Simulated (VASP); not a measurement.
# Li (a cell with a defect) in VASP: further runs

Li (a cell with a defect) is run at these levels: PBE; tasks: single point.

Program: VASP 6.6.1. These are calculated values, not measurements. Logs are shortened: lines on timing, memory, paths and dates and some standing lists are left out, and cuts for length are marked.

## Step 1: The cell of the first run

The cell holds a defect, 17 atoms: a = 6.980 Å, b = 6.980 Å, c = 6.980 Å, α = 90.00°, β = 90.00°, γ = 90.00°.

## Step 2: Single point, PBE

Contents of INCAR:

```
SYSTEM = Li
PREC     = Accurate       ! precision mode
ENCUT    = 520            ! plane-wave cutoff, eV
EDIFF    = 1E-6           ! SCF threshold, eV
ISMEAR   = -1             ! smearing method
SIGMA    = 0.05           ! smearing width, eV
LREAL    = Auto         
LASPH    = .True.         ! aspherical terms in the spheres
NELM     = 100            ! most SCF steps
ALGO     = Normal         ! electronic algorithm
ISIF     = 2              ! what is computed and relaxed
LWAVE    = .False.        ! write WAVECAR
LCHARG   = .False.        ! write CHGCAR
GGA      = PE             ! functional
NBANDS   = 40             ! bands
```

Contents of KPOINTS:

```
Automatic mesh
0
Gamma
  2 2 2
  0 0 0
```

Contents of POSCAR:

```
Li
1.0
    6.9800000000      0.0000000000      0.0000000000
    0.0000000000      6.9800000000      0.0000000000
    0.0000000000      0.0000000000      6.9800000000
Li
17
Direct
   -0.0015349179      0.0265181375      0.0097191951
    0.6051613842      0.0402567276     -0.0442786391
   -0.0044163982      0.4575231864     -0.0253572780
    0.0061042029      0.0210596562      0.5020515761
    0.2871982942      0.2694124262      0.2497889922
    0.4878760217      0.5271003913      0.0030873039
    0.5220707126      0.0072448884      0.5160600980
    0.7458528298      0.2896251887      0.2704576272
    0.0411479789      0.4419601887      0.5586998011
    0.1019999045      0.6640448996      0.2771833843
    0.2907392647      0.2273461507      0.7826842810
    0.4567435305      0.5555529043      0.4936473839
    0.7347869894      0.7464148205      0.2537156721
    0.7082923767      0.3178422571      0.7116100156
    0.2525842998      0.7732668048      0.7753408707
    0.7829824975      0.7389143222      0.7354392965
    0.3555015287     -0.1095775504      0.1785878192
```

Potentials or basis: VASP PAW PBE potentials, release 64 (Li_sv).

The run is started by

```sh
$ cat potpaw_PBE.64/Li_sv/POTCAR > POTCAR
$ mpirun -np 1 vasp_std > vasp.out
```

OUTCAR:

```text
SYSTEM = Li
   PREC = Accurate
   ENCUT = 520
   EDIFF = 1E-6
   ISMEAR = -1
   LREAL = Auto
   LASPH = .True.
   NELM = 100
   ISIF = 2
   GGA = PE

 ion  position               nearest neighbor table
   1  0.998  0.027  0.010-
   2  0.605  0.040  0.956-  17 2.56
   3  0.996  0.458  0.975-
   4  0.006  0.021  0.502-
   5  0.287  0.269  0.250-
   6  0.488  0.527  0.003-
   7  0.522  0.007  0.516-
   8  0.746  0.290  0.270-
   9  0.041  0.442  0.559-  10 2.54
  10  0.102  0.664  0.277-  17 2.47   9 2.54
  11  0.291  0.227  0.783-
  12  0.457  0.556  0.494-
  13  0.735  0.746  0.254-
  14  0.708  0.318  0.712-
  15  0.253  0.773  0.775-
  16  0.783  0.739  0.735-
  17  0.356  0.890  0.179-  10 2.47   2 2.56

  LATTYP: Found a simple cubic cell.
 ALAT       =     6.9800000000

  Lattice vectors:

 A1 = (   6.9800000000,   0.0000000000,   0.0000000000)
 A2 = (   0.0000000000,   6.9800000000,   0.0000000000)
 A3 = (   0.0000000000,   0.0000000000,   6.9800000000)

Analysis of symmetry for initial positions (statically):
=====================================================================
 Subroutine PRICEL returns:
 Original cell was already a primitive cell.

 Routine SETGRP: Setting up the symmetry group for a
 simple cubic supercell.

 Subroutine GETGRP returns: Found  1 space group operations
 (whereof  1 operations were pure point group operations)
 out of a pool of 48 trial point group operations.

The static configuration has the point symmetry C_1 .

Analysis of symmetry for dynamics (positions and initial velocities):
=====================================================================
 Subroutine PRICEL returns:
 Original cell was already a primitive cell.

 Routine SETGRP: Setting up the symmetry group for a
 simple cubic supercell.

 Subroutine GETGRP returns: Found  1 space group operations
 (whereof  1 operations were pure point group operations)
 out of a pool of 48 trial point group operations.

The dynamic configuration has the point symmetry C_1 .

 Subroutine INISYM returns: Found  1 space group operations
 (whereof  1 operations are pure point group operations),
 and found     1 'primitive' translations

----------------------------------------------------------------------------------------

                                     Primitive cell

  volume of cell :     340.0684

  direct lattice vectors                    reciprocal lattice vectors
     6.980000000  0.000000000  0.000000000     0.143266476  0.000000000  0.000000000
     0.000000000  6.980000000  0.000000000     0.000000000  0.143266476  0.000000000
     0.000000000  0.000000000  6.980000000     0.000000000  0.000000000  0.143266476

  length of vectors
     6.980000000  6.980000000  6.980000000     0.143266476  0.143266476  0.143266476

  position of ions in fractional coordinates (direct lattice)
     0.998465082  0.026518137  0.009719195
     0.605161384  0.040256728  0.955721361
     0.995583602  0.457523186  0.974642722
     0.006104203  0.021059656  0.502051576
     0.287198294  0.269412426  0.249788992
     0.487876022  0.527100391  0.003087304
[... 9 lines left out ...]
     0.782982498  0.738914322  0.735439296
     0.355501529  0.890422450  0.178587819

  ion indices of the primitive-cell ions
   primitive index   ion index
                 1           1
                 2           2
                 3           3
                 4           4
                 5           5
                 6           6
[... 9 lines left out ...]
                16          16
                17          17

----------------------------------------------------------------------------------------

 KPOINTS: Automatic mesh

Automatic generation of k-mesh.
 Grid dimensions read from file:
 generate k-points for:    2    2    2

 Generating k-lattice:

  Cartesian coordinates                     Fractional coordinates (reciprocal lattice)
     0.071633238  0.000000000  0.000000000     0.500000000  0.000000000  0.000000000
     0.000000000  0.071633238  0.000000000     0.000000000  0.500000000  0.000000000
     0.000000000  0.000000000  0.071633238     0.000000000  0.000000000  0.500000000

  Length of vectors
     0.071633238  0.071633238  0.071633238

  Shift w.r.t. Gamma in fractional coordinates (k-lattice)
     0.000000000  0.000000000  0.000000000

 Subroutine IBZKPT returns following result:
 ===========================================

 Found      8 irreducible k-points:

 Following reciprocal coordinates:
            Coordinates               Weight
  0.000000  0.000000  0.000000      1.000000
  0.500000  0.000000  0.000000      1.000000
  0.000000  0.500000  0.000000      1.000000
  0.000000  0.000000  0.500000      1.000000
  0.500000  0.500000  0.000000      1.000000
  0.000000  0.500000  0.500000      1.000000
  0.500000  0.000000  0.500000      1.000000
  0.500000  0.500000  0.500000      1.000000
   k-points           NKPTS =      8   k-points in BZ     NKDIM =      8   number of bands    NBANDS=     40
   number of dos      NEDOS =    301   number of ions     NIONS =     17
   total plane-waves  NPLWV = 157464
   dimension x,y,z NGX =    54 NGY =   54 NGZ =   54
   dimension x,y,z NGXF=   108 NGYF=  108 NGZF=  108
   ions per type =              17
   NGX,Y,Z   is equivalent  to a cutoff of  12.86, 12.86, 12.86 a.u.
   NGXF,Y,Z  is equivalent  to a cutoff of  25.72, 25.72, 25.72 a.u.
 SYSTEM =  Li
   PREC   = accura    normal or accurate (medium, high low for compatibility)
   ISTART =      0    job   : 0-new  1-cont  2-samecut
   ICHARG =      2    charge: 1-file 2-atom 10-const
   ISPIN  =      1    spin polarized calculation?
   LNONCOLLINEAR =      F non collinear calculations
   LSORBIT =      F    spin-orbit coupling
   LASPH  =      T    aspherical Exc in radial PAW
   ENCUT  =  520.0 eV  38.22 Ry    6.18 a.u.  12.98 12.98 12.98*2*pi/ulx,y,z
   NELM   =    100;   NELMIN=  2; NELMDL= -5     # of ELM steps
   EDIFF  = 0.1E-05   stopping-criterion for ELM
   LREAL  =      T    real-space projection
   EDIFFG = 0.1E-04   stopping-criterion for IOM
   NSW    =      0    number of steps for IOM
[... 5 lines left out ...]
   TEBEG  =    0.0;   TEEND  =   0.0 temperature during run
   PSTRESS=    0.0 pullay stress
   NELECT =      51.0000    total number of electrons
   NUPDOWN=      -1.0000    fix difference up-down
   EMIN   =  10.00;   EMAX   =-10.00  energy-range for DOS
   EFERMI =   0.00;   METHOD = LEGACY
   ISMEAR =    -1;   SIGMA  =   0.05  broadening in eV -4-tet -1-fermi 0-gaus
   EFERMI_NEDOS =   21; number of points for ismear=-14 and -15
   IALGO  =     38    algorithm
   IMIX   =      4    mixing-type and parameters
     AMIX     =   0.40;   BMIX     =  1.00
     AMIX_MAG =   1.60;   BMIX_MAG =  1.00
  volume/ion in A,a.u.               =      20.00       134.99
  Fermi-wavevector in a.u.,A,eV,Ry     =   0.869780  1.643646 10.293044  0.756517
  Thomas-Fermi vector in A             =   1.988651
   LORBIT       =      0    0 simple, 1 ext, 2 COOP (PROOUT), +10 PAW based schemes
   GGA     = PE    functional components
   LHFCALC =     F    Hartree Fock is set to
   AEXX    =    0.0000 exact exchange contribution
   IVDW    =     0    specifies the selected vdW correction
   LEPSILON=     F    determine dielectric tensor
   LRPA    =     F    only Hartree local field effects (RPA)
 non-spin polarized calculation
  energy-cutoff  :      520.00
  volume of cell :      340.07
 maximum number of plane-waves:      9124
 NGX is ok and might be reduce to    54
   NGX = 25   NGY = 25   NGZ = 25

 number of electron      51.0000013 magnetization

 Free energy of the ion-electron system (eV)
  ---------------------------------------------------
  ext. energy  EPLUGINS =         0.00000000
  ---------------------------------------------------
  free energy    TOTEN  =       -31.51399757 eV

  energy without entropy =      -31.43909312  energy(sigma->0) =      -31.47654535

 E-fermi :   0.4667     XC(G=0):  -7.0712

 val. band max:        0.4660448920   @ k =   0.0000   0.5000   0.5000
 cond. band min:       0.5229232941   @ k =   0.5000   0.5000   0.0000
 fundamental gap:      0.0568784021
 Fermi energy:         0.4666614917

 k-point     1 :       0.0000    0.0000    0.0000
  band No.  band energies     occupation
      1     -46.0378      2.00000
      2     -46.0082      2.00000
      3     -45.9809      2.00000
      4     -45.9567      2.00000
      5     -45.9435      2.00000
      6     -45.9308      2.00000
[... 29 lines left out ...]
     36       3.5996      0.00000
     37       3.7522      0.00000

 k-point     2 :       0.5000    0.0000    0.0000
  band No.  band energies     occupation
      1     -46.0377      2.00000
      2     -46.0082      2.00000
      3     -45.9809      2.00000
      4     -45.9567      2.00000
      5     -45.9432      2.00000
      6     -45.9318      2.00000
[... 29 lines left out ...]
     36       3.6346      0.00000
     37       3.8267      0.00000

 k-point     3 :       0.0000    0.5000    0.0000
  band No.  band energies     occupation
      1     -46.0377      2.00000
      2     -46.0082      2.00000
      3     -45.9809      2.00000
      4     -45.9566      2.00000
      5     -45.9436      2.00000
      6     -45.9308      2.00000
[... 29 lines left out ...]
     36       3.7092      0.00000
     37       3.7207      0.00000
[... 121 lines left out ...]
 k-point     7 :       0.5000    0.0000    0.5000
  band No.  band energies     occupation
      1     -46.0376      2.00000
      2     -46.0082      2.00000
      3     -45.9809      2.00000
      4     -45.9567      2.00000
      5     -45.9432      2.00000
      6     -45.9318      2.00000
[... 29 lines left out ...]
     36       3.8955      0.00000
     37       4.6238      0.00000

 k-point     8 :       0.5000    0.5000    0.5000
  band No.  band energies     occupation
      1     -46.0376      2.00000
      2     -46.0082      2.00000
      3     -45.9809      2.00000
      4     -45.9566      2.00000
      5     -45.9432      2.00000
      6     -45.9317      2.00000
[... 29 lines left out ...]
     36       3.2178      0.00000
     37       3.2704      0.00000
 [bands above 37 left out]

------------------------ aborting loop because EDIFF is reached ----------------------------------------

  FORCE on cell =-STRESS in cart. coord.  units (eV):
  Direction    XX          YY          ZZ          XY          YZ          ZX
  --------------------------------------------------------------------------------------
  -------------------------------------------------------------------------------------
  Total        1.2243539      0.7418084     -0.0757684      0.4736423     -0.4497757     -0.3195257
  in kB        5.7683455      3.4949107     -0.3569704      2.2314891     -2.1190456     -1.5053936
  external PRESSURE =       2.9687619 kB  Pullay stress =       0.0000000 kB

 VOLUME and BASIS-vectors are now :
 -----------------------------------------------------------------------------
  energy-cutoff  :      520.00
  volume of cell :      340.07
      direct lattice vectors                 reciprocal lattice vectors
     6.980000000  0.000000000  0.000000000     0.143266476  0.000000000  0.000000000
     0.000000000  6.980000000  0.000000000     0.000000000  0.143266476  0.000000000
     0.000000000  0.000000000  6.980000000     0.000000000  0.000000000  0.143266476

 POSITION                                       TOTAL-FORCE (eV/Angst)
 -----------------------------------------------------------------------------------
      6.96929      0.18510      0.06784        -0.014408      0.026469      0.021334
      4.22403      0.28099      6.67094         0.023796     -0.003996     -0.002320
      6.94917      3.19351      6.80301        -0.012879      0.025752      0.010138
      0.04261      0.14700      3.50432         0.031170     -0.018658     -0.018959
      2.00464      1.88050      1.74353        -0.026988     -0.000202      0.002612
      3.40537      3.67916      0.02155         0.022190     -0.012235     -0.019211
[... 9 lines left out ...]
      5.46522      5.15762      5.13337         0.001182      0.003989     -0.004678
      2.48140      6.21515      1.24654        -0.016498      0.017434     -0.041559
 -----------------------------------------------------------------------------------
    total drift:                                0.003338     -0.001147      0.002543

  FREE ENERGIE OF THE ION-ELECTRON SYSTEM (eV)
  ---------------------------------------------------
  free  energy   TOTEN  =       -31.5139975709 eV

  energy  without entropy=      -31.4390931244  energy(sigma->0) =      -31.47654535
```

Wall time 2.4 min (1 thread of Intel Xeon Platinum 8488C (Sapphire Rapids), shared host); peak memory 0.37 GiB.

Results:

| Quantity | Value |
| --- | --- |
| Free energy | -31.5140 eV |
| Largest force | 0.062 eV/Å |
| Band gap on the k mesh | zero (an odd number of electrons rules out a gap without spin polarisation) |

Forces in eV/Å, atoms in the order of the input:
```
Li  -0.014  0.026  0.021
Li   0.024 -0.004 -0.002
Li  -0.013  0.026  0.010
Li   0.031 -0.019 -0.019
Li  -0.027  0.000  0.003
Li   0.022 -0.012 -0.019
Li  -0.056 -0.018  0.017
Li   0.000 -0.001  0.016
Li   0.021 -0.009  0.011
Li   0.044  0.022  0.021
Li  -0.009 -0.009  0.011
Li   0.002  0.015  0.017
Li   0.015  0.012  0.006
Li   0.009 -0.046 -0.037
Li  -0.033 -0.004 -0.009
Li   0.001  0.004 -0.005
Li  -0.016  0.017 -0.042
```

Caveat: the k points lie up to 0.45 Å⁻¹ apart, too coarse for converged energies and pressures of a metal; the cutoff is under 1.25 times the usual one of these potentials, so pressure, stress and relaxed cells hold a basis-set (Pulay) error.

[end of part 1 of 3]

The gap in the log of VASP goes by the Fermi energy; the results here count the filled bands.